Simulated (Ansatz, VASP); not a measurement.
# Two plane-wave programs on Nb2C3

```
Nb C
1.0
     3.78487    0.00000    0.00000
     0.00000    3.78487    0.00000
     0.00000    0.00000    4.72227
Nb C
2 3
Direct
  0.00000 0.00000 0.00000
  0.50000 0.50000 0.00000
  0.00000 0.50000 0.50000
  0.50000 0.00000 0.50000
  0.00000 0.00000 0.50000
```

Alike in both runs: task single point; functional PBE; k mesh 4 × 4 × 4; occupations gaussian, width 0.1 eV; no spin polarisation.

|  | VASP | Ansatz |
| --- | --- | --- |
| version | VASP 6.6.1 | Ansatz 0.2.0 |
| potentials or method | VASP PAW PBE potentials, release 64 (Nb_sv, C), cutoff 520 eV | scalar-relativistic, plane waves, PAW |
| valence electrons in the cell | 38 | 38 |

```tsv
	VASP	Ansatz	Ansatz less VASP
gap on the k mesh at the Fermi level (eV)	none	none	-
pressure (GPa)	-18.7	-18.6	+0.09
traceless stress, the component that is largest in VASP (GPa)	-21.36	-21.35	+0.007
```

A gap of «none» marks a metal or a gap that the smearing closes. The functional is the same, so the differences come from potentials, cutoffs and numerics.

The k mesh is coarse, so the values compare programs but aren't converged.
